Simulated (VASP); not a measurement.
# SnO in VASP: single point with PBE+D3(BJ)

Aim: the single point of SnO with PBE+D3(BJ).

Program: VASP 6.6.1. These are calculated values, not measurements. Logs are shortened: lines on timing, memory, paths and dates and some standing lists are left out, and cuts for length are marked.

### 1 The cell of the first run

The cell holds a slab with vacuum, 8 atoms: a = 3.820 Å, b = 3.820 Å, c = 22.226 Å, α = 90.00°, β = 90.00°, γ = 90.00°.

### 2 Single point, PBE+D3(BJ)

Contents of INCAR:

```
ALGO = Normal
DIPOL = 0.5 0.5 0.399
EDIFF = 1E-6
ENCUT = 520
GGA = PE
IDIPOL = 3
ISIF = 2
ISMEAR = 0
IVDW = 12
LASPH = True
LCHARG = False
LDIPOL = True
LREAL = False
LWAVE = False
NBANDS = 50
NELM = 100
PREC = Accurate
SIGMA = 0.05
```

Contents of KPOINTS:

```
k-points
0
Gamma
  7 7 1
```

Contents of POSCAR:

```
SnO
1.0
    3.8201630918      0.0000000000      0.0000000000
    0.0000000000      3.8201630918      0.0000000000
    0.0000000000      0.0000000000     22.2260821141
Sn O
4 4
Direct
    0.7500000000      0.2500000000      0.2024648328
    0.2500000000      0.7500000000      0.3087832134
    0.2500000000      0.7500000000      0.4887519537
   -0.2500000000      1.2500000000      0.5950703343
    0.2500000000      0.2500000000      0.2556240231
    0.7500000000      0.7500000000      0.2556240231
   -0.2500000000      0.7500000000      0.5419111440
    0.2500000000      1.2500000000      0.5419111440
```

Potentials or basis: VASP PAW PBE potentials, release 64 (Sn_d, O).

The run is started by

```sh
$ cat potpaw_PBE.64/Sn_d/POTCAR potpaw_PBE.64/O/POTCAR > POTCAR
$ mpirun -np 1 vasp_std > vasp.out
```

OUTCAR:

```text
EDIFF = 1E-6
   ENCUT = 520
   GGA = PE
   ISIF = 2
   ISMEAR = 0
   IVDW = 12
   LASPH = True
   LREAL = False
   NELM = 100
   PREC = Accurate
 IVDW          = 12

 ion  position               nearest neighbor table
   1  0.750  0.250  0.202-   5 2.25   6 2.25   6 2.25   5 2.25   2 3.59   2 3.59   2 3.59   2 3.59

   2  0.250  0.750  0.309-   5 2.25   6 2.25   5 2.25   6 2.25   1 3.59   1 3.59   1 3.59   1 3.59

   3  0.250  0.750  0.489-   7 2.25   8 2.25   8 2.25   7 2.25   4 3.59   4 3.59   4 3.59   4 3.59

   4  0.750  0.250  0.595-   7 2.25   8 2.25   7 2.25   8 2.25   3 3.59   3 3.59   3 3.59   3 3.59

   5  0.250  0.250  0.256-   1 2.25   2 2.25   2 2.25   1 2.25
   6  0.750  0.750  0.256-   1 2.25   2 2.25   1 2.25   2 2.25
   7  0.750  0.750  0.542-   3 2.25   3 2.25   4 2.25   4 2.25
   8  0.250  0.250  0.542-   3 2.25   3 2.25   4 2.25   4 2.25

  LATTYP: Found a simple tetragonal cell.
 ALAT       =     3.8201630918
 C/A-ratio  =     5.8180977042

  Lattice vectors:

 A1 = (   3.8201630918,   0.0000000000,   0.0000000000)
 A2 = (   0.0000000000,   3.8201630918,   0.0000000000)
 A3 = (   0.0000000000,   0.0000000000,  22.2260821141)

Analysis of symmetry for initial positions (statically):
=====================================================================
 Subroutine PRICEL returns:
 Original cell was already a primitive cell.

 Routine SETGRP: Setting up the symmetry group for a
 simple tetragonal supercell.

 Subroutine GETGRP returns: Found 16 space group operations
 (whereof  2 operations were pure point group operations)
 out of a pool of 16 trial point group operations.

The static configuration has the point symmetry C_1h.
 The point group associated with its full space group is D_4h.

Analysis of symmetry for dynamics (positions and initial velocities):
=====================================================================
 Subroutine PRICEL returns:
 Original cell was already a primitive cell.

 Routine SETGRP: Setting up the symmetry group for a
 simple tetragonal supercell.

 Subroutine GETGRP returns: Found 16 space group operations
 (whereof  2 operations were pure point group operations)
 out of a pool of 16 trial point group operations.

The dynamic configuration has the point symmetry C_1h.
 The point group associated with its full space group is D_4h.

 Subroutine INISYM returns: Found 16 space group operations
 (whereof  2 operations are pure point group operations),
 and found     1 'primitive' translations

----------------------------------------------------------------------------------------

                                     Primitive cell

  volume of cell :     324.3596

  direct lattice vectors                    reciprocal lattice vectors
     3.820163092  0.000000000  0.000000000     0.261768929  0.000000000  0.000000000
     0.000000000  3.820163092  0.000000000     0.000000000  0.261768929  0.000000000
     0.000000000  0.000000000 22.226082114     0.000000000  0.000000000  0.044992185

  length of vectors
     3.820163092  3.820163092 22.226082114     0.261768929  0.261768929  0.044992185

  position of ions in fractional coordinates (direct lattice)
     0.750000000  0.250000000  0.202464833
     0.250000000  0.750000000  0.308783213
     0.250000000  0.750000000  0.488751954
     0.750000000  0.250000000  0.595070334
     0.250000000  0.250000000  0.255624023
     0.750000000  0.750000000  0.255624023
     0.750000000  0.750000000  0.541911144
     0.250000000  0.250000000  0.541911144

  ion indices of the primitive-cell ions
   primitive index   ion index
                 1           1
                 2           2
                 3           3
                 4           4
                 5           5
                 6           6
                 7           7
                 8           8

----------------------------------------------------------------------------------------

 KPOINTS: k-points

Automatic generation of k-mesh.
 Grid dimensions read from file:
 generate k-points for:    7    7    1

 Generating k-lattice:

  Cartesian coordinates                     Fractional coordinates (reciprocal lattice)
     0.037395561  0.000000000  0.000000000     0.142857143  0.000000000  0.000000000
     0.000000000  0.037395561  0.000000000     0.000000000  0.142857143  0.000000000
     0.000000000  0.000000000  0.044992185     0.000000000  0.000000000  1.000000000

  Length of vectors
     0.037395561  0.037395561  0.044992185

  Shift w.r.t. Gamma in fractional coordinates (k-lattice)
     0.000000000  0.000000000  0.000000000

 Subroutine IBZKPT returns following result:
 ===========================================

 Found     10 irreducible k-points:

 Following reciprocal coordinates:
            Coordinates               Weight
  0.000000  0.000000  0.000000      1.000000
  0.142857  0.000000  0.000000      4.000000
  0.285714  0.000000  0.000000      4.000000
  0.428571  0.000000  0.000000      4.000000
  0.142857  0.142857  0.000000      4.000000
  0.285714  0.142857  0.000000      8.000000
  0.428571  0.142857  0.000000      8.000000
  0.285714  0.285714  0.000000      4.000000
  0.428571  0.285714  0.000000      8.000000
  0.428571  0.428571  0.000000      4.000000
   k-points           NKPTS =     10   k-points in BZ     NKDIM =     10   number of bands    NBANDS=     50
   number of dos      NEDOS =    301   number of ions     NIONS =      8
   total plane-waves  NPLWV = 131712
   dimension x,y,z NGX =    28 NGY =   28 NGZ =  168
   dimension x,y,z NGXF=    56 NGYF=   56 NGZF=  336
   ions per type =               4   4
   NGX,Y,Z   is equivalent  to a cutoff of  12.19, 12.19, 12.57 a.u.
   NGXF,Y,Z  is equivalent  to a cutoff of  24.37, 24.37, 25.13 a.u.
 SYSTEM =  unknown system
   PREC   = accura    normal or accurate (medium, high low for compatibility)
   ISTART =      0    job   : 0-new  1-cont  2-samecut
   ICHARG =      2    charge: 1-file 2-atom 10-const
   ISPIN  =      1    spin polarized calculation?
   LNONCOLLINEAR =      F non collinear calculations
   LSORBIT =      F    spin-orbit coupling
   LASPH  =      T    aspherical Exc in radial PAW
   ENCUT  =  520.0 eV  38.22 Ry    6.18 a.u.   7.10  7.10 41.33*2*pi/ulx,y,z
   NELM   =    100;   NELMIN=  2; NELMDL= -5     # of ELM steps
   EDIFF  = 0.1E-05   stopping-criterion for ELM
   LREAL  =      F    real-space projection
   EDIFFG = 0.1E-04   stopping-criterion for IOM
   NSW    =      0    number of steps for IOM
   IBRION =     -1    ionic relax: 0-MD 1-quasi-New 2-CG
   NFREE  =      0    steps in history (QN), initial steepest desc. (CG)
   ISIF   =      2    stress and relaxation
   ISYM   =      2    0-nonsym 1-usesym 2-fastsym
   POTIM  = 0.5000    time-step for ionic-motion
   TEBEG  =    0.0;   TEEND  =   0.0 temperature during run
   PSTRESS=    0.0 pullay stress
   NELECT =      80.0000    total number of electrons
   NUPDOWN=      -1.0000    fix difference up-down
   EMIN   =  10.00;   EMAX   =-10.00  energy-range for DOS
   EFERMI =   0.00;   METHOD = LEGACY
   ISMEAR =     0;   SIGMA  =   0.05  broadening in eV -4-tet -1-fermi 0-gaus
   EFERMI_NEDOS =   21; number of points for ismear=-14 and -15
   IALGO  =     38    algorithm
   IMIX   =      4    mixing-type and parameters
     AMIX     =   0.40;   BMIX     =  1.00
     AMIX_MAG =   1.60;   BMIX_MAG =  1.00
  volume/ion in A,a.u.               =      40.54       273.61
  Fermi-wavevector in a.u.,A,eV,Ry     =   1.026666  1.940118 14.341131  1.054043
  Thomas-Fermi vector in A             =   2.160571
   LORBIT       =      0    0 simple, 1 ext, 2 COOP (PROOUT), +10 PAW based schemes
   GGA     = PE    functional components
   LHFCALC =     F    Hartree Fock is set to
   AEXX    =    0.0000 exact exchange contribution
   IVDW    =    12    specifies the selected vdW correction
   LEPSILON=     F    determine dielectric tensor
   LRPA    =     F    only Hartree local field effects (RPA)
 non-spin polarized calculation
 Gauss-broadening in eV      SIGMA  =   0.05
  energy-cutoff  :      520.00
  volume of cell :      324.36
 maximum number of plane-waves:      8769
   NGX = 15   NGY = 15   NGZ = 83

 dipolmoment           0.000000      0.000000     -0.000001 electrons x Angstroem

 number of electron      79.9999971 magnetization

 dipolmoment           0.000000      0.000000      0.000000 electrons x Angstroem

 Free energy of the ion-electron system (eV)
  ---------------------------------------------------
  ext. energy  EPLUGINS =         0.00000000
  ---------------------------------------------------
  free energy    TOTEN  =       -45.07237617 eV

  energy without entropy =      -45.07237617  energy(sigma->0) =      -45.07237617

 E-fermi :   0.1896     XC(G=0):  -5.2826

 val. band max:       -0.0942066473   @ k =   0.1429   0.1429   0.0000
 cond. band min:       2.1193174467   @ k =   0.4286   0.0000   0.0000
 fundamental gap:      2.2135240940
 Fermi energy:         0.1896269434

 k-point     1 :       0.0000    0.0000    0.0000
  band No.  band energies     occupation
      1     -21.0327      2.00000
      2     -21.0326      2.00000
      3     -20.6723      2.00000
      4     -20.6721      2.00000
      5     -20.6368      2.00000
      6     -20.6368      2.00000
[... 42 lines left out ...]
     49       5.2637      0.00000
     50       5.2637      0.00000

 k-point     2 :       0.1429    0.0000    0.0000
  band No.  band energies     occupation
      1     -21.0239      2.00000
      2     -21.0236      2.00000
      3     -20.6732      2.00000
      4     -20.6728      2.00000
      5     -20.6383      2.00000
      6     -20.6369      2.00000
[... 416 lines left out ...]
 k-point    10 :       0.4286    0.4286    0.0000
  band No.  band energies     occupation
      1     -20.9752      2.00000
      2     -20.9740      2.00000
      3     -20.9613      2.00000
      4     -20.9601      2.00000
      5     -20.6391      2.00000
      6     -20.6387      2.00000
[... 42 lines left out ...]
     49       5.8011      0.00000
     50       5.9956      0.00000

------------------------ aborting loop because EDIFF is reached ----------------------------------------

 vacuum level on the upper side and lower side of the slab       (xc-potential included)        -0.136        -0.136

 Edisp (eV)   -1.25333

 E8    (eV) :    -0.5537

  FORCE on cell =-STRESS in cart. coord.  units (eV):
  Direction    XX          YY          ZZ          XY          YZ          ZX
  --------------------------------------------------------------------------------------
  -------------------------------------------------------------------------------------
  Total       0.35473     0.35473     1.02953    -0.00000     0.00000     0.00000
  in kB       1.75218     1.75218     5.08535    -0.00000     0.00000     0.00000
  external pressure =        2.86 kB  Pullay stress =        0.00 kB

 VOLUME and BASIS-vectors are now :
 -----------------------------------------------------------------------------
  energy-cutoff  :      520.00
  volume of cell :      324.36
      direct lattice vectors                 reciprocal lattice vectors
     3.820163092  0.000000000  0.000000000     0.261768929  0.000000000  0.000000000
     0.000000000  3.820163092  0.000000000     0.000000000  0.261768929  0.000000000
     0.000000000  0.000000000 22.226082114     0.000000000  0.000000000  0.044992185

 POSITION                                       TOTAL-FORCE (eV/Angst)
 -----------------------------------------------------------------------------------
      2.86512      0.95504      4.50000        -0.000000      0.000000     -0.083834
      0.95504      2.86512      6.86304        -0.000000      0.000000     -0.085267
      0.95504      2.86512     10.86304        -0.000000     -0.000000      0.085267
      2.86512      0.95504     13.22608         0.000000      0.000000      0.083834
      0.95504      0.95504      5.68152        -0.000000     -0.000000     -0.008585
      2.86512      2.86512      5.68152        -0.000000     -0.000000     -0.008585
      2.86512      2.86512     12.04456        -0.000000     -0.000000      0.008585
      0.95504      0.95504     12.04456        -0.000000     -0.000000      0.008585
 -----------------------------------------------------------------------------------
    total drift:                                0.000000      0.000000      0.000003

  FREE ENERGIE OF THE ION-ELECTRON SYSTEM (eV)
  ---------------------------------------------------
  free  energy   TOTEN  =       -46.3257035047 eV

  energy  without entropy=      -46.3257035047  energy(sigma->0) =      -46.32570350

 vacuum level on the upper side and lower side of the slab         4.833         4.833
```

It took 3.7 min on 1 thread of Intel Xeon 6975P-C, shared host; peak memory 0.39 GiB.

What came out:

```yaml
Free_energy: -46.3257 eV
Largest_force: 0.085 eV/Å
Band_gap_on_the_k_mesh: 2.21 eV, indirect (least direct gap 2.46 eV)
Dispersion_energy_per_atom: -0.157 eV
```

Forces in eV/Å, atoms in the order of the input:
```
Sn   0.000  0.000 -0.084
Sn   0.000  0.000 -0.085
Sn   0.000  0.000  0.085
Sn   0.000  0.000  0.084
O    0.000  0.000 -0.009
O    0.000  0.000 -0.009
O    0.000  0.000  0.009
O    0.000  0.000  0.009
```

Levels at points of the mesh, in eV from the valence-band top:
```tsv
k point	band 36	band 37	band 38	band 39	band 40	band 41	band 42	band 43	band 44	band 45
(0.00, 0.00, 0.00)	-2.03	-2.03	-2.03	-0.77	-0.05	2.44	2.78	2.78	3.86	4.80
```

Caveat: spin-orbit coupling is left out, which moves the levels of the heavy elements.
